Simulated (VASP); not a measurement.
# TiSn (Fm-3m) in VASP: further runs

The runs below take TiSn through single point, with PBE.

All numbers are computed with VASP 6.6.1; they aren't measurements. Logs are shortened: lines on timing, memory, paths and dates and some standing lists are left out, and cuts for length are marked.

## (1) The cell of the first run

Symmetry: Fm-3m, No. 225, cubic system. The conventional cell has a = 5.601 Å, b = 5.601 Å, c = 5.601 Å, α = 90.00°, β = 90.00°, γ = 90.00°. Within 3.7 Å of Ti (site symmetry m-3m) lie 6 Sn at 2.80 Å. Within 3.7 Å of Sn (site symmetry m-3m) lie 6 Ti at 2.80 Å.

## (2) Single point, PBE

The input, INCAR:

```
PREC     = Accurate       # precision mode
ENCUT    = 520            # plane-wave cutoff, eV
EDIFF    = 1E-6           # SCF threshold, eV
ISMEAR   = -1             # smearing method
SIGMA    = 0.05           # smearing width, eV
LREAL    = False          # projectors in reciprocal space
LASPH    = True           # aspherical terms in the spheres
NELM     = 80             # most SCF steps
ALGO     = Fast           # electronic algorithm
ISIF     = 2              # what is computed and relaxed
LWAVE    = False          # write WAVECAR
LCHARG   = False          # write CHGCAR
GGA      = PE             # functional
NBANDS   = 20             # bands
```

The input, KPOINTS:

```
Automatic mesh
0
Gamma
  8 8 8
```

The input, POSCAR:

```
TiSn
1.0
    0.0000000000      2.8005500000      2.8005500000
    2.8005500000      0.0000000000      2.8005500000
    2.8005500000      2.8005500000      0.0000000000
Ti Sn
1 1
Direct
    0.0000000000      0.0000000000      0.0000000000
    0.5000000000      0.5000000000      0.5000000000
```

Potentials or basis: VASP PAW PBE potentials, release 64 (Ti_sv, Sn_d).

Run with:

```sh
> cat potpaw_PBE.64/Ti_sv/POTCAR potpaw_PBE.64/Sn_d/POTCAR > POTCAR
> mpirun -np 1 vasp_std > vasp.out
```

OUTCAR:

```text
PREC = Accurate
   ENCUT = 520
   EDIFF = 1E-6
   ISMEAR = -1
   LREAL = False
   LASPH = True
   NELM = 80
   ISIF = 2
   GGA = PE

 ion  position               nearest neighbor table
   1  0.000  0.000  0.000-   2 2.80   2 2.80   2 2.80   2 2.80   2 2.80   2 2.80
   2  0.500  0.500  0.500-   1 2.80   1 2.80   1 2.80   1 2.80   1 2.80   1 2.80

  LATTYP: Found a face centered cubic cell.
 ALAT       =     5.6011000000

  Lattice vectors:

 A1 = (   0.0000000000,   2.8005500000,   2.8005500000)
 A2 = (   2.8005500000,   0.0000000000,   2.8005500000)
 A3 = (   2.8005500000,   2.8005500000,   0.0000000000)

Analysis of symmetry for initial positions (statically):
=====================================================================
 Subroutine PRICEL returns:
 Original cell was already a primitive cell.

 Routine SETGRP: Setting up the symmetry group for a
 face centered cubic supercell.

 Subroutine GETGRP returns: Found 48 space group operations
 (whereof 48 operations were pure point group operations)
 out of a pool of 48 trial point group operations.

The static configuration has the point symmetry O_h .

Analysis of symmetry for dynamics (positions and initial velocities):
=====================================================================
 Subroutine PRICEL returns:
 Original cell was already a primitive cell.

 Routine SETGRP: Setting up the symmetry group for a
 face centered cubic supercell.

 Subroutine GETGRP returns: Found 48 space group operations
 (whereof 48 operations were pure point group operations)
 out of a pool of 48 trial point group operations.

The dynamic configuration has the point symmetry O_h .

 Subroutine INISYM returns: Found 48 space group operations
 (whereof 48 operations are pure point group operations),
 and found     1 'primitive' translations

----------------------------------------------------------------------------------------

                                     Primitive cell

  volume of cell :      43.9299

  direct lattice vectors                    reciprocal lattice vectors
     0.000000000  2.800550000  2.800550000    -0.178536359  0.178536359  0.178536359
     2.800550000  0.000000000  2.800550000     0.178536359 -0.178536359  0.178536359
     2.800550000  2.800550000  0.000000000     0.178536359  0.178536359 -0.178536359

  length of vectors
     3.960575792  3.960575792  3.960575792     0.309234045  0.309234045  0.309234045

  position of ions in fractional coordinates (direct lattice)
     0.000000000  0.000000000  0.000000000
     0.500000000  0.500000000  0.500000000

  ion indices of the primitive-cell ions
   primitive index   ion index
                 1           1
                 2           2

----------------------------------------------------------------------------------------

 KPOINTS: Automatic mesh

Automatic generation of k-mesh.
 Grid dimensions read from file:
 generate k-points for:    8    8    8

 Generating k-lattice:

  Cartesian coordinates                     Fractional coordinates (reciprocal lattice)
    -0.022317045  0.022317045  0.022317045     0.125000000  0.000000000  0.000000000
     0.022317045 -0.022317045  0.022317045     0.000000000  0.125000000  0.000000000
     0.022317045  0.022317045 -0.022317045     0.000000000  0.000000000  0.125000000

  Length of vectors
     0.038654256  0.038654256  0.038654256

  Shift w.r.t. Gamma in fractional coordinates (k-lattice)
     0.000000000  0.000000000  0.000000000

 Subroutine IBZKPT returns following result:
 ===========================================

 Found     29 irreducible k-points:

 Following reciprocal coordinates:
            Coordinates               Weight
  0.000000  0.000000  0.000000      1.000000
  0.125000  0.000000  0.000000      8.000000
  0.250000  0.000000  0.000000      8.000000
  0.375000  0.000000  0.000000      8.000000
  0.500000  0.000000  0.000000      4.000000
  0.125000  0.125000  0.000000      6.000000
[... 16 lines left out ...]
  0.500000  0.250000  0.125000     48.000000
 -0.375000  0.250000  0.125000     24.000000
 [... further k-points ...]
   k-points           NKPTS =     29   k-points in BZ     NKDIM =     29   number of bands    NBANDS=     20
   number of dos      NEDOS =    301   number of ions     NIONS =      2
   total plane-waves  NPLWV =  27000
   dimension x,y,z NGX =    30 NGY =   30 NGZ =   30
   dimension x,y,z NGXF=    60 NGYF=   60 NGZF=   60
   ions per type =               1   1
   NGX,Y,Z   is equivalent  to a cutoff of  12.59, 12.59, 12.59 a.u.
   NGXF,Y,Z  is equivalent  to a cutoff of  25.19, 25.19, 25.19 a.u.
 SYSTEM =  unknown system
   PREC   = accura    normal or accurate (medium, high low for compatibility)
   ISTART =      0    job   : 0-new  1-cont  2-samecut
   ICHARG =      2    charge: 1-file 2-atom 10-const
   ISPIN  =      1    spin polarized calculation?
   LNONCOLLINEAR =      F non collinear calculations
   LSORBIT =      F    spin-orbit coupling
   LASPH  =      T    aspherical Exc in radial PAW
   ENCUT  =  520.0 eV  38.22 Ry    6.18 a.u.   7.36  7.36  7.36*2*pi/ulx,y,z
   NELM   =     80;   NELMIN=  2; NELMDL= -5     # of ELM steps
   EDIFF  = 0.1E-05   stopping-criterion for ELM
   LREAL  =      F    real-space projection
   EDIFFG = 0.1E-04   stopping-criterion for IOM
   NSW    =      0    number of steps for IOM
   IBRION =     -1    ionic relax: 0-MD 1-quasi-New 2-CG
   NFREE  =      0    steps in history (QN), initial steepest desc. (CG)
   ISIF   =      2    stress and relaxation
   ISYM   =      2    0-nonsym 1-usesym 2-fastsym
   POTIM  = 0.5000    time-step for ionic-motion
   TEBEG  =    0.0;   TEEND  =   0.0 temperature during run
   PSTRESS=    0.0 pullay stress
   NELECT =      26.0000    total number of electrons
   NUPDOWN=      -1.0000    fix difference up-down
   EMIN   =  10.00;   EMAX   =-10.00  energy-range for DOS
   EFERMI =   0.00;   METHOD = LEGACY
   ISMEAR =    -1;   SIGMA  =   0.05  broadening in eV -4-tet -1-fermi 0-gaus
   EFERMI_NEDOS =   21; number of points for ismear=-14 and -15
   IALGO  =     68    algorithm
   IMIX   =      4    mixing-type and parameters
     AMIX     =   0.40;   BMIX     =  1.00
     AMIX_MAG =   1.60;   BMIX_MAG =  1.00
  volume/ion in A,a.u.               =      21.96       148.23
  Fermi-wavevector in a.u.,A,eV,Ry     =   1.374504  2.597436 25.704953  1.889261
  Thomas-Fermi vector in A             =   2.499924
   LORBIT       =      0    0 simple, 1 ext, 2 COOP (PROOUT), +10 PAW based schemes
   GGA     = PE    functional components
   LHFCALC =     F    Hartree Fock is set to
   AEXX    =    0.0000 exact exchange contribution
   IVDW    =     0    specifies the selected vdW correction
   LEPSILON=     F    determine dielectric tensor
   LRPA    =     F    only Hartree local field effects (RPA)
 non-spin polarized calculation
 RMM-DIIS sequential band-by-band and
  energy-cutoff  :      520.00
  volume of cell :       43.93
 maximum number of plane-waves:      1243
 NGX is ok and might be reduce to    30
   NGX = 15   NGY = 15   NGZ = 15

 number of electron      26.0000014 magnetization

 Free energy of the ion-electron system (eV)
  ---------------------------------------------------
  ext. energy  EPLUGINS =         0.00000000
  ---------------------------------------------------
  free energy    TOTEN  =       -11.80691004 eV

  energy without entropy =      -11.79945129  energy(sigma->0) =      -11.80318066

 E-fermi :   8.1884     XC(G=0): -10.8240

 val. band max:        8.1720748779   @ k =   0.1250   0.1250   0.0000
 cond. band min:       8.2966176947   @ k =   0.0000   0.0000   0.0000
 fundamental gap:      0.1245428168
 Fermi energy:         8.1884057089

 k-point     1 :       0.0000    0.0000    0.0000
  band No.  band energies     occupation
      1     -49.1301      2.00000
      2     -25.3933      2.00000
      3     -25.3933      2.00000
      4     -25.3933      2.00000
      5     -12.6890      2.00000
      6     -12.6890      2.00000
[... 12 lines left out ...]
     19      16.0220      0.00000
     20      16.7130      0.00000

 k-point     2 :       0.1250    0.0000    0.0000
  band No.  band energies     occupation
      1     -49.1298      2.00000
      2     -25.3979      2.00000
      3     -25.3945      2.00000
      4     -25.3945      2.00000
      5     -12.6846      2.00000
      6     -12.6846      2.00000
[... 12 lines left out ...]
     19      15.8019      0.00000
     20      17.3613      0.00000

 k-point     3 :       0.2500    0.0000    0.0000
  band No.  band energies     occupation
      1     -49.1291      2.00000
      2     -25.4093      2.00000
      3     -25.3974      2.00000
      4     -25.3974      2.00000
      5     -12.6745      2.00000
      6     -12.6745      2.00000
[... 12 lines left out ...]
     19      14.8693      0.00000
     20      17.0161      0.00000

 k-point     4 :       0.3750    0.0000    0.0000
  band No.  band energies     occupation
      1     -49.1283      2.00000
      2     -25.4207      2.00000
      3     -25.4004      2.00000
      4     -25.4004      2.00000
      5     -12.6653      2.00000
      6     -12.6653      2.00000
[... 12 lines left out ...]
     19      13.8961      0.00000
     20      15.7512      0.00000

 k-point     5 :       0.5000    0.0000    0.0000
  band No.  band energies     occupation
      1     -49.1280      2.00000
      2     -25.4254      2.00000
      3     -25.4016      2.00000
      4     -25.4016      2.00000
      5     -12.6617      2.00000
      6     -12.6617      2.00000
[... 12 lines left out ...]
     19      14.9928      0.00000
     20      14.9932      0.00000

 k-point     6 :       0.1250    0.1250    0.0000
  band No.  band energies     occupation
      1     -49.1297      2.00000
      2     -25.3991      2.00000
      3     -25.3949      2.00000
      4     -25.3949      2.00000
      5     -12.6860      2.00000
      6     -12.6815      2.00000
[... 12 lines left out ...]
     19      15.8717      0.00000
     20      17.3400      0.00000

 k-point     7 :       0.2500    0.1250    0.0000
  band No.  band energies     occupation
      1     -49.1291      2.00000
      2     -25.4072      2.00000
      3     -25.3976      2.00000
      4     -25.3973      2.00000
      5     -12.6797      2.00000
      6     -12.6744      2.00000
[... 12 lines left out ...]
     19      15.7662      0.00000
     20      15.8006      0.00000
[... 277 lines left out ...]
 k-point    20 :      -0.3750    0.3750    0.0000
  band No.  band energies     occupation
      1     -49.1275      2.00000
      2     -25.4160      2.00000
      3     -25.4121      2.00000
      4     -25.4042      2.00000
      5     -12.6864      2.00000
      6     -12.6611      2.00000
[... 12 lines left out ...]
     19      14.0069      0.00000
     20      17.2323      0.00000

 k-point    21 :       0.5000    0.5000    0.0000
  band No.  band energies     occupation
      1     -49.1275      2.00000
      2     -25.4205      2.00000
      3     -25.4045      2.00000
      4     -25.4045      2.00000
      5     -12.6953      2.00000
      6     -12.6684      2.00000
[... 12 lines left out ...]
     19      12.7324      0.00000
     20      15.5775      0.00000

 k-point    22 :       0.3750    0.2500    0.1250
  band No.  band energies     occupation
      1     -49.1286      2.00000
      2     -25.4133      2.00000
      3     -25.4010      2.00000
      4     -25.3998      2.00000
      5     -12.6772      2.00000
      6     -12.6682      2.00000
[... 12 lines left out ...]
     19      15.1548      0.00000
     20      16.1204      0.00000

 k-point    23 :       0.5000    0.2500    0.1250
  band No.  band energies     occupation
      1     -49.1280      2.00000
      2     -25.4185      2.00000
      3     -25.4052      2.00000
      4     -25.4024      2.00000
      5     -12.6756      2.00000
      6     -12.6618      2.00000
[... 12 lines left out ...]
     19      15.3427      0.00000
     20      16.2845      0.00000

 k-point    24 :      -0.3750    0.2500    0.1250
  band No.  band energies     occupation
      1     -49.1277      2.00000
      2     -25.4204      2.00000
      3     -25.4071      2.00000
      4     -25.4035      2.00000
      5     -12.6749      2.00000
      6     -12.6593      2.00000
[... 12 lines left out ...]
     19      15.1033      0.00000
     20      16.3198      0.00000

 [... further k-points ...]
[... 5 lines left out ...]
  --------------------------------------------------------------------------------------
  -------------------------------------------------------------------------------------
  Total        0.0030359      0.0030359      0.0030359     -0.0000000     -0.0000000      0.0000000
  in kB        0.1107244      0.1107244      0.1107244     -0.0000000     -0.0000000      0.0000000
  external PRESSURE =       0.1107244 kB  Pullay stress =       0.0000000 kB

 VOLUME and BASIS-vectors are now :
 -----------------------------------------------------------------------------
  energy-cutoff  :      520.00
  volume of cell :       43.93
      direct lattice vectors                 reciprocal lattice vectors
     0.000000000  2.800550000  2.800550000    -0.178536359  0.178536359  0.178536359
     2.800550000  0.000000000  2.800550000     0.178536359 -0.178536359  0.178536359
     2.800550000  2.800550000  0.000000000     0.178536359  0.178536359 -0.178536359

 POSITION                                       TOTAL-FORCE (eV/Angst)
 -----------------------------------------------------------------------------------
      0.00000      0.00000      0.00000         0.000000     -0.000000     -0.000000
      2.80055      2.80055      2.80055        -0.000000      0.000000      0.000000
 -----------------------------------------------------------------------------------
    total drift:                                0.000000      0.000000      0.000000

  FREE ENERGIE OF THE ION-ELECTRON SYSTEM (eV)
  ---------------------------------------------------
  free  energy   TOTEN  =       -11.8069100351 eV

  energy  without entropy=      -11.7994512873  energy(sigma->0) =      -11.80318066
```

Wall time 52 s (1 thread of Intel Xeon Platinum 8488C (Sapphire Rapids), shared host); peak memory 0.18 GiB.

Results:

* Free energy: -11.8069 eV
* Pressure: 0.0 GPa
* Band gap on the k mesh: zero (band 13 reaches 8.37 eV, above the bottom of band 14 at 8.03 eV)

Caveat: spin-orbit coupling is left out, which moves the levels of the heavy elements.

## (3) Single point, PBE

This run uses another cell than the first one, of 22.40 Å³/atom, 1.020 times its volume.

The input, INCAR:

```
SYSTEM = TiSn
PREC = Accurate
ENCUT = 520
EDIFF = 1E-6
ISMEAR = -1
SIGMA = 0.05
LREAL = .FALSE.
LASPH = .TRUE.
NELM = 60
ALGO = Fast
ISIF = 2
LWAVE = .FALSE.
LCHARG = .TRUE.
GGA = PE
LELF = .TRUE.
LVHAR = .TRUE.
NBANDS = 20
```

The input, KPOINTS:

```
Automatic mesh
0
G
  8 8 8
  0 0 0
```

The input, POSCAR:

```
TiSn
1.0
    0.0000000000      2.8190972293      2.8190972293
    2.8190972293      0.0000000000      2.8190972293
    2.8190972293      2.8190972293      0.0000000000
Ti Sn
1 1
Direct
    0.0000000000      0.0000000000      0.0000000000
    0.5000000000      0.5000000000      0.5000000000
```

Potentials or basis: VASP PAW PBE potentials, release 64 (Ti_sv, Sn_d).

Run with:

```sh
> cat potpaw_PBE.64/Ti_sv/POTCAR potpaw_PBE.64/Sn_d/POTCAR > POTCAR
> mpirun -np 1 vasp_std > vasp.out
```

It took 57 s on 1 thread of Intel Xeon Platinum 8488C (Sapphire Rapids), shared host; peak memory 0.17 GiB.

It converged, with:

| Quantity | Value |
| --- | --- |
| Free energy | -11.8028 eV |
| Pressure | -1.6 GPa |
| Band gap on the k mesh | zero (band 13 reaches 8.14 eV, above the bottom of band 14 at 7.82 eV) |

Levels at points of the mesh, in eV from the Fermi level:
| k point | band 10 | band 11 | band 12 | band 13 | band 14 | band 15 | band 16 | band 17 |
| --- | --- | --- | --- | --- | --- | --- | --- | --- |
| (0.00, 0.00, 0.00) | -9.57 | 0.11 | 0.11 | 0.11 | 0.43 | 0.43 | 3.25 | 3.25 |
| (0.50, 0.00, 0.00) | -7.01 | -4.53 | -1.42 | -1.42 | 0.95 | 0.95 | 1.39 | 5.24 |
| (0.50, 0.50, 0.00) | -6.90 | -3.31 | -0.93 | 0.17 | 0.17 | 0.82 | 1.26 | 1.26 |

Caveat: spin-orbit coupling is left out, which moves the levels of the heavy elements.

(Part 1 of 2 ends here.)
